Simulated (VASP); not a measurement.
## Bi: single point with LDA

Crystal: Bi.

```
CELL_PARAMETERS angstrom
0.00000 2.61496 2.61496
2.61496 0.00000 2.61496
2.61496 2.61496 0.00000
ATOMIC_POSITIONS crystal
Bi 0.87500 0.87500 0.87500
Bi 0.12500 0.12500 0.12500
```

This isn't the form of Bi at room conditions, which is rhombohedral.

```
Program                 : VASP 6.6.1
Task                    : single point
Functional              : LDA
Potentials or basis     : VASP PAW LDA potentials, release 64 (Bi_d)
Cutoff                  : 520 eV
k mesh                  : 11 × 11 × 11
Occupations             : fermi-dirac, width 0.08 eV
Spin                    : no spin polarisation
Dipole correction       : no
k mesh for the DOS      : 17 × 17 × 17
Occupations for the DOS : tetrahedron
Further INCAR settings  : ALGO = Normal; EDIFF = 1e-06; NBANDS = 22
```

- Valence electrons inside the program's atomic spheres: Bi 14.24

Levels at points of the mesh, in eV from the Fermi level:
| k point | band 13 | band 14 | band 15 | band 16 | band 17 | band 18 |
| --- | --- | --- | --- | --- | --- | --- |
| (0.00, 0.00, 0.00) | -1.87 | -1.87 | -1.87 | 0.14 | 0.14 | 0.14 |

It took 2.8 min on 1 thread of Intel Xeon 8259CL, with other jobs on the host, peak memory 0.21 GiB.

Caveat: spin-orbit coupling is left out, which moves the levels of the heavy elements.
